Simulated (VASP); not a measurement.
# Au (Fm-3m) in VASP: a series of runs

The runs below take Au through single point, relaxation of cell and atoms, with BLYP.

All numbers are computed with VASP 6.6.1; they aren't measurements. Logs are shortened: lines on timing, memory, paths and dates and some standing lists are left out, and cuts for length are marked.

### 1 The cell of the first run

It takes space group Fm-3m (No. 225, cubic). The conventional cell has a = 4.270 Å, b = 4.270 Å, c = 4.270 Å, α = 90.00°, β = 90.00°, γ = 90.00°. Within 4.0 Å of Au (site symmetry m-3m) lie 12 Au at 3.02 Å.

### 2 Single point, BLYP

Contents of INCAR:

```
SYSTEM = Au
PREC = Accurate ; ENCUT = 520
EDIFF = 1E-7 ; ISMEAR = -1
SIGMA = 0.1 ; LREAL = .FALSE.
LASPH = .TRUE. ; NELM = 80
ALGO = Normal ; ISIF = 2
LWAVE = .FALSE. ; LCHARG = .FALSE.
GGA = B5 ; ALDAX = 1.0
AGGAX = 1.0 ; AGGAC = 1.0
ALDAC = 0.0 ; NBANDS = 12
```

Contents of KPOINTS:

```
Automatic mesh
0
G
  13 13 13
  0 0 0
```

Contents of POSCAR:

```
Au
1.0
    0.0000000000      2.1348040517      2.1348040517
    2.1348040517      0.0000000000      2.1348040517
    2.1348040517      2.1348040517      0.0000000000
Au
1
Direct
    0.0000000000      0.0000000000      0.0000000000
```

Potentials or basis: VASP PAW PBE potentials, release 64 (Au).

Run with:

```
cat potpaw_PBE.64/Au/POTCAR > POTCAR
mpirun -np 1 vasp_std > vasp.out
```

OUTCAR:

```text
SYSTEM = Au
   PREC = Accurate
   ENCUT = 520
   EDIFF = 1E-7
   ISMEAR = -1
   LREAL = .FALSE.
   LASPH = .TRUE.
   NELM = 80
   ISIF = 2
   GGA = B5

 ion  position               nearest neighbor table
   1  0.000  0.000  0.000-

  LATTYP: Found a face centered cubic cell.
 ALAT       =     4.2696081034

  Lattice vectors:

 A1 = (   0.0000000000,   2.1348040517,   2.1348040517)
 A2 = (   2.1348040517,   0.0000000000,   2.1348040517)
 A3 = (   2.1348040517,   2.1348040517,   0.0000000000)

Analysis of symmetry for initial positions (statically):
=====================================================================
 Subroutine PRICEL returns:
 Original cell was already a primitive cell.

 Routine SETGRP: Setting up the symmetry group for a
 face centered cubic supercell.

 Subroutine GETGRP returns: Found 48 space group operations
 (whereof 48 operations were pure point group operations)
 out of a pool of 48 trial point group operations.

The static configuration has the point symmetry O_h .

Analysis of symmetry for dynamics (positions and initial velocities):
=====================================================================
 Subroutine PRICEL returns:
 Original cell was already a primitive cell.

 Routine SETGRP: Setting up the symmetry group for a
 face centered cubic supercell.

 Subroutine GETGRP returns: Found 48 space group operations
 (whereof 48 operations were pure point group operations)
 out of a pool of 48 trial point group operations.

The dynamic configuration has the point symmetry O_h .

 Subroutine INISYM returns: Found 48 space group operations
 (whereof 48 operations are pure point group operations),
 and found     1 'primitive' translations

----------------------------------------------------------------------------------------

                                     Primitive cell

  volume of cell :      19.4583

  direct lattice vectors                    reciprocal lattice vectors
     0.000000000  2.134804052  2.134804052    -0.234213533  0.234213533  0.234213533
     2.134804052  0.000000000  2.134804052     0.234213533 -0.234213533  0.234213533
     2.134804052  2.134804052  0.000000000     0.234213533  0.234213533 -0.234213533

  length of vectors
     3.019068843  3.019068843  3.019068843     0.405669740  0.405669740  0.405669740

  position of ions in fractional coordinates (direct lattice)
     0.000000000  0.000000000  0.000000000

  ion indices of the primitive-cell ions
   primitive index   ion index
                 1           1

----------------------------------------------------------------------------------------

 KPOINTS: Automatic mesh

Automatic generation of k-mesh.
 Grid dimensions read from file:
 generate k-points for:   13   13   13

 Generating k-lattice:

  Cartesian coordinates                     Fractional coordinates (reciprocal lattice)
    -0.018016426  0.018016426  0.018016426     0.076923077  0.000000000  0.000000000
     0.018016426 -0.018016426  0.018016426     0.000000000  0.076923077  0.000000000
     0.018016426  0.018016426 -0.018016426     0.000000000  0.000000000  0.076923077

  Length of vectors
     0.031205365  0.031205365  0.031205365

  Shift w.r.t. Gamma in fractional coordinates (k-lattice)
     0.000000000  0.000000000  0.000000000

 Subroutine IBZKPT returns following result:
 ===========================================

 Found     84 irreducible k-points:

 Following reciprocal coordinates:
            Coordinates               Weight
  0.000000  0.000000  0.000000      1.000000
  0.076923  0.000000  0.000000      8.000000
  0.153846  0.000000  0.000000      8.000000
  0.230769  0.000000  0.000000      8.000000
  0.307692  0.000000  0.000000      8.000000
  0.384615  0.000000  0.000000      8.000000
[... 16 lines left out ...]
  0.384615  0.153846  0.000000     24.000000
  0.461538  0.153846  0.000000     24.000000
 [... further k-points ...]
   k-points           NKPTS =     84   k-points in BZ     NKDIM =     84   number of bands    NBANDS=     12
   number of dos      NEDOS =    301   number of ions     NIONS =      1
   total plane-waves  NPLWV =  13824
   dimension x,y,z NGX =    24 NGY =   24 NGZ =   24
   dimension x,y,z NGXF=    48 NGYF=   48 NGZF=   48
   ions per type =               1
   NGX,Y,Z   is equivalent  to a cutoff of  13.22, 13.22, 13.22 a.u.
   NGXF,Y,Z  is equivalent  to a cutoff of  26.43, 26.43, 26.43 a.u.
 SYSTEM =  Au
   PREC   = accura    normal or accurate (medium, high low for compatibility)
   ISTART =      0    job   : 0-new  1-cont  2-samecut
   ICHARG =      2    charge: 1-file 2-atom 10-const
   ISPIN  =      1    spin polarized calculation?
   LNONCOLLINEAR =      F non collinear calculations
   LSORBIT =      F    spin-orbit coupling
   LASPH  =      T    aspherical Exc in radial PAW
   ENCUT  =  520.0 eV  38.22 Ry    6.18 a.u.   5.61  5.61  5.61*2*pi/ulx,y,z
   NELM   =     80;   NELMIN=  2; NELMDL= -5     # of ELM steps
   EDIFF  = 0.1E-06   stopping-criterion for ELM
   LREAL  =      F    real-space projection
   EDIFFG = 0.1E-05   stopping-criterion for IOM
   NSW    =      0    number of steps for IOM
   IBRION =     -1    ionic relax: 0-MD 1-quasi-New 2-CG
   NFREE  =      0    steps in history (QN), initial steepest desc. (CG)
   ISIF   =      2    stress and relaxation
   ISYM   =      2    0-nonsym 1-usesym 2-fastsym
   POTIM  = 0.5000    time-step for ionic-motion
   TEBEG  =    0.0;   TEEND  =   0.0 temperature during run
   PSTRESS=    0.0 pullay stress
   NELECT =      11.0000    total number of electrons
   NUPDOWN=      -1.0000    fix difference up-down
   EMIN   =  10.00;   EMAX   =-10.00  energy-range for DOS
   EFERMI =   0.00;   METHOD = LEGACY
   ISMEAR =    -1;   SIGMA  =   0.10  broadening in eV -4-tet -1-fermi 0-gaus
   EFERMI_NEDOS =   21; number of points for ismear=-14 and -15
   IALGO  =     38    algorithm
   IMIX   =      4    mixing-type and parameters
     AMIX     =   0.40;   BMIX     =  1.00
     AMIX_MAG =   1.60;   BMIX_MAG =  1.00
  volume/ion in A,a.u.               =      19.46       131.31
  Fermi-wavevector in a.u.,A,eV,Ry     =   1.353644  2.558016 24.930654  1.832351
  Thomas-Fermi vector in A             =   2.480882
   LORBIT       =      0    0 simple, 1 ext, 2 COOP (PROOUT), +10 PAW based schemes
[... 43 lines left out ...]

 k-point     2 :       0.0769    0.0000    0.0000
  band No.  band energies     occupation
      1      -0.3136      2.00000
      2       3.8336      2.00000
      3       3.9377      2.00000
      4       3.9377      2.00000
      5       5.0557      2.00000
      6       5.0557      2.00000
      7      23.0203      0.00000
      8      24.6990      0.00000
      9      26.0489      0.00000
     10      26.0489      0.00000
     11      31.1548      0.00000
     12      32.8088      0.00000

 k-point     3 :       0.1538    0.0000    0.0000
  band No.  band energies     occupation
      1       0.2059      2.00000
      2       3.7421      2.00000
      3       4.0619      2.00000
      4       4.0619      2.00000
      5       5.0390      2.00000
      6       5.0390      2.00000
      7      21.9480      0.00000
      8      23.7241      0.00000
      9      26.4059      0.00000
     10      26.4059      0.00000
     11      29.4431      0.00000
     12      31.2520      0.00000

 k-point     4 :       0.2308    0.0000    0.0000
  band No.  band energies     occupation
      1       0.9316      2.00000
      2       3.7833      2.00000
      3       4.1181      2.00000
      4       4.1181      2.00000
      5       5.1624      2.00000
      6       5.1624      2.00000
      7      19.1289      0.00000
      8      23.7778      0.00000
      9      26.4798      0.00000
     10      26.4798      0.00000
     11      28.7950      0.00000
     12      30.1470      0.00000

 k-point     5 :       0.3077    0.0000    0.0000
  band No.  band energies     occupation
      1       1.5257      2.00000
      2       4.0467      2.00000
      3       4.0467      2.00000
      4       4.3380      2.00000
      5       5.4641      2.00000
      6       5.4641      2.00000
      7      16.1506      0.00000
      8      23.2871      0.00000
      9      25.7231      0.00000
     10      25.7231      0.00000
     11      29.6150      0.00000
     12      30.1849      0.00000

 k-point     6 :       0.3846    0.0000    0.0000
  band No.  band energies     occupation
      1       1.7391      2.00000
      2       3.9391      2.00000
      3       3.9391      2.00000
      4       5.6568      2.00000
      5       5.7983      2.00000
      6       5.7983      2.00000
      7      13.2880      0.00000
      8      22.7131      0.00000
      9      24.7268      0.00000
     10      24.7268      0.00000
     11      30.7597      0.00000
     12      30.7597      0.00000

 k-point     7 :       0.4615    0.0000    0.0000
  band No.  band energies     occupation
      1       1.7659      2.00000
      2       3.8700      2.00000
      3       3.8700      2.00000
      4       6.0116      2.00000
      5       6.0116      2.00000
      6       7.3482      1.99893
      7      10.8753      0.00000
      8      22.3821      0.00000
      9      24.1153      0.00000
     10      24.1153      0.00000
     11      31.1805      0.00000
     12      31.1805      0.00000

 k-point     8 :       0.0769    0.0769    0.0000
  band No.  band energies     occupation
      1      -0.2520      2.00000
      2       3.7731      2.00000
      3       3.9821      2.00000
      4       3.9821      2.00000
      5       4.9636      2.00000
      6       5.1267      2.00000
      7      23.1108      0.00000
      8      25.1995      0.00000
      9      25.5394      0.00000
     10      25.5394      0.00000
     11      31.9056      0.00000
     12      32.2183      0.00000
[... 166 lines left out ...]
 k-point    20 :       0.1538    0.1538    0.0000
  band No.  band energies     occupation
      1       0.4500      2.00000
      2       3.4863      2.00000
      3       4.2786      2.00000
      4       4.2786      2.00000
      5       4.6811      2.00000
      6       5.2649      2.00000
      7      23.7534      0.00000
      8      24.2358      0.00000
      9      24.2582      0.00000
     10      24.2582      0.00000
     11      28.3169      0.00000
     12      31.6215      0.00000

 k-point    21 :       0.2308    0.1538    0.0000
  band No.  band energies     occupation
      1       1.0268      2.00000
      2       3.3304      2.00000
      3       4.3032      2.00000
      4       4.4489      2.00000
      5       4.7755      2.00000
      6       5.3858      2.00000
      7      21.4837      0.00000
      8      23.4566      0.00000
      9      24.0690      0.00000
     10      25.4811      0.00000
     11      26.5085      0.00000
     12      31.6868      0.00000

 k-point    22 :       0.3077    0.1538    0.0000
  band No.  band energies     occupation
      1       1.7174      2.00000
      2       3.3177      2.00000
      3       4.0732      2.00000
      4       4.4879      2.00000
      5       5.3618      2.00000
      6       5.6246      2.00000
      7      18.4680      0.00000
      8      22.7907      0.00000
      9      23.8212      0.00000
     10      24.6392      0.00000
     11      27.8113      0.00000
     12      31.6944      0.00000

 k-point    23 :       0.3846    0.1538    0.0000
  band No.  band energies     occupation
      1       2.1339      2.00000
      2       3.6884      2.00000
      3       3.8827      2.00000
      4       4.4091      2.00000
      5       5.9059      2.00000
      6       6.3116      2.00000
      7      15.4820      0.00000
      8      22.3421      0.00000
      9      22.7588      0.00000
     10      23.9813      0.00000
     11      30.1265      0.00000
     12      31.7135      0.00000

 k-point    24 :       0.4615    0.1538    0.0000
  band No.  band energies     occupation
      1       2.2176      2.00000
      2       3.6750      2.00000
      3       4.3028      2.00000
      4       4.4036      2.00000
      5       6.0683      2.00000
      6       7.7162      1.95838
      7      12.7181      0.00000
      8      21.6302      0.00000
      9      22.2780      0.00000
     10      23.5256      0.00000
     11      31.7680      0.00000
     12      32.2925      0.00000

 [... further k-points ...]
[... 5 lines left out ...]
  --------------------------------------------------------------------------------------
  -------------------------------------------------------------------------------------
  Total        0.0477879      0.0477879      0.0477879     -0.0000000      0.0000000      0.0000000
  in kB        3.9348146      3.9348146      3.9348146     -0.0000000      0.0000000      0.0000000
  external PRESSURE =       3.9348146 kB  Pullay stress =       0.0000000 kB

 VOLUME and BASIS-vectors are now :
 -----------------------------------------------------------------------------
  energy-cutoff  :      520.00
  volume of cell :       19.46
      direct lattice vectors                 reciprocal lattice vectors
     0.000000000  2.134804052  2.134804052    -0.234213533  0.234213533  0.234213533
     2.134804052  0.000000000  2.134804052     0.234213533 -0.234213533  0.234213533
     2.134804052  2.134804052  0.000000000     0.234213533  0.234213533 -0.234213533

 POSITION                                       TOTAL-FORCE (eV/Angst)
 -----------------------------------------------------------------------------------
      0.00000      0.00000      0.00000         0.000000      0.000000      0.000000
 -----------------------------------------------------------------------------------
    total drift:                                0.000000      0.000000      0.000000

  FREE ENERGIE OF THE ION-ELECTRON SYSTEM (eV)
  ---------------------------------------------------
  free  energy   TOTEN  =        -2.4592358760 eV

  energy  without entropy=       -2.4486218397  energy(sigma->0) =       -2.45392886
```

Run time: 20 s. Hardware: 1 thread of Intel Xeon 6975P-C, shared host; peak memory 0.15 GiB.

What came out:

* Free energy: -2.4592 eV
* Pressure: 0.4 GPa

Levels at points of the mesh, in eV from the Fermi level:
| k point | band 4 | band 5 | band 6 | band 7 | band 8 | band 9 |
| --- | --- | --- | --- | --- | --- | --- |
| (0.00, 0.00, 0.00) | -4.22 | -3.02 | -3.02 | 14.77 | 17.79 | 17.79 |

Caveat: the PAW data sets were made with another functional, which shifts forces and pressure a little; spin-orbit coupling is left out, which moves the levels of the heavy elements.

### 3 Relaxation of cell and atoms, BLYP

This run uses another cell than the first one, of 16.96 Å³/atom, 0.871 times its volume.

Contents of INCAR:

```
SYSTEM = Au
AGGAC = 1.0
AGGAX = 1.0
ALDAC = 0.0
ALDAX = 1.0
ALGO = Normal
EDIFF = 1E-6
EDIFFG = -0.01
ENCUT = 600
GGA = B5
IBRION = 2
ISIF = 3
ISMEAR = -1
LASPH = .True.
LCHARG = .False.
LREAL = .False.
LWAVE = .False.
NELM = 60
NSW = 80
PREC = Accurate
SIGMA = 0.1
```

Contents of KPOINTS:

```
k-points
0
Gamma
  13 13 13
  0 0 0
```

Contents of POSCAR:

```
Au
1.0
    0.0000000000      2.0391200000      2.0391200000
    2.0391200000      0.0000000000      2.0391200000
    2.0391200000      2.0391200000      0.0000000000
Au
1
Direct
    0.0000000000      0.0000000000      0.0000000000
```

Potentials or basis: VASP PAW PBE potentials, release 64 (Au).

Run with:

```
cat potpaw_PBE.64/Au/POTCAR > POTCAR
mpirun -np 1 vasp_std > vasp.out
```

It used 98 s of CPU time on 1 thread of Intel Xeon 6975P-C, on a shared host.

It converged, with:

* Free energy: -2.4580 eV
* Relaxed volume: 19.53 Å³/atom
* Relaxed cell: a = 3.023 Å, b = 3.023 Å, c = 3.023 Å, α = 60.00°, β = 60.00°, γ = 60.00°
* Space group after relaxing (to 0.05 Å): Fm-3m (No. 225)
* Energy gained by relaxing: 150.3 meV/atom
* Ionic steps: 19
* Pressure after relaxing: 0.0 GPa

The path:
```
step  energy change (eV)  largest force (eV/Å)  pressure (GPa)  volume (Å³)
   1              0.0000                0.0000           21.97        16.96
   2              0.0051                0.0000          -10.59        23.33
   3             -0.1502                0.0000           -0.45        19.63
   4             -0.1503                0.0000           -0.15        19.56
   5             -0.1503                0.0000            0.14        19.51
   6             -0.1503                0.0000            0.15        19.51
   7             -0.1503                0.0000            0.16        19.51
   8             -0.1503                0.0000            0.14        19.51
   9             -0.1503                0.0000            0.14        19.51
  10             -0.1503                0.0000            0.14        19.51
  11             -0.1503                0.0000            0.14        19.51
  12             -0.1503                0.0000            0.14        19.51
  13             -0.1503                0.0000            0.14        19.51
  14             -0.1503                0.0000            0.14        19.51
  15             -0.1503                0.0000            0.15        19.51
  16             -0.1503                0.0000            0.15        19.51
  17             -0.1503                0.0000            0.11        19.51
  18             -0.1503                0.0000            0.08        19.52
  19             -0.1503                0.0000            0.04        19.53
```

Final structure:
```
CELL_PARAMETERS angstrom
0.00000 2.13745 2.13745
2.13745 0.00000 2.13745
2.13745 2.13745 0.00000
ATOMIC_POSITIONS crystal
Au 0.00000 0.00000 0.00000
```

Levels at points of the mesh, in eV from the Fermi level:
```tsv
k point	band 4	band 5	band 6	band 7	band 8	band 9
(0.00, 0.00, 0.00)	-4.20	-3.01	-3.01	14.77	17.77	17.77
```

Caveat: the volume moved by over 15 % at a fixed basis, so the end points are rough; the PAW data sets were made with another functional, which shifts forces and pressure a little; spin-orbit coupling is left out, which moves the levels of the heavy elements; the volume moved by +15 % from the deposited cell, more than functionals usually miss. BLYP gives volumes clearly too large for solids.

### 4 Single point, BLYP (volume scaled by 0.88)

Contents of INCAR:

```
AGGAC = 1.0 ; AGGAX = 1.0
ALDAC = 0.0 ; ALDAX = 1.0
ALGO = Normal ; EDIFF = 1E-7
ENCUT = 520 ; GGA = B5
ISIF = 2 ; ISMEAR = -1
LASPH = True ; LCHARG = False
LREAL = False ; LWAVE = False
NBANDS = 12 ; NELM = 60
PREC = Accurate ; SIGMA = 0.1
```

Contents of KPOINTS:

```
k-points
0
Gamma
  21 21 21
```

Contents of POSCAR:

```
Au
1.0
    0.0000000000      2.0457485048      2.0457485048
    2.0457485048      0.0000000000      2.0457485048
    2.0457485048      2.0457485048      0.0000000000
Au
1
Direct
    0.0000000000      0.0000000000      0.0000000000
```

Run with:

```
cat potpaw_PBE.64/Au/POTCAR > POTCAR
mpirun -np 1 vasp_std > vasp.out
```

It used 31 s of CPU time on 1 thread of Intel Xeon 6975P-C (shared host).

The run converged. Its results:

* Free energy: -2.3276 eV
* Pressure: 19.9 GPa

Levels at points of the mesh, in eV from the Fermi level:
| k point | band 4 | band 5 | band 6 | band 7 | band 8 | band 9 |
| --- | --- | --- | --- | --- | --- | --- |
| (0.00, 0.00, 0.00) | -4.80 | -3.30 | -3.30 | 14.72 | 18.51 | 18.51 |

Caveat: the cell differs from its parent crystal (volume scaled by 0.88); the PAW data sets were made with another functional, which shifts forces and pressure a little; spin-orbit coupling is left out, which moves the levels of the heavy elements.

### 5 Overview

```tsv
task	cell	k mesh	cutoff (eV)	gap on the mesh (eV)	pressure (GPa)
single point	a = 3.019 Å, angles 60.0°, 1 atom	13 × 13 × 13	520	none	0.4
relaxation of cell and atoms	relaxed from a = 2.884 Å, angles 60.0°, 1 atom	13 × 13 × 13	600	none	0.0
single point	a = 2.893 Å, angles 60.0°, 1 atom	21 × 21 × 21	520	none	19.9
```

Alike in all rows: level BLYP; potentials or basis VASP PAW PBE potentials, release 64 (Au); no spin polarisation; smearing fermi-dirac 0.1 eV.

Caveats: the PAW data sets were made with another functional, which shifts forces and pressure a little; spin-orbit coupling is left out, which moves the levels of the heavy elements; the volume moved by over 15 % at a fixed basis, so the end points are rough (some runs); the volume moved by +15 % from the deposited cell, more than functionals usually miss (some runs).

Total energies depend on the potentials used, so only differences within one code and one set of settings carry meaning.
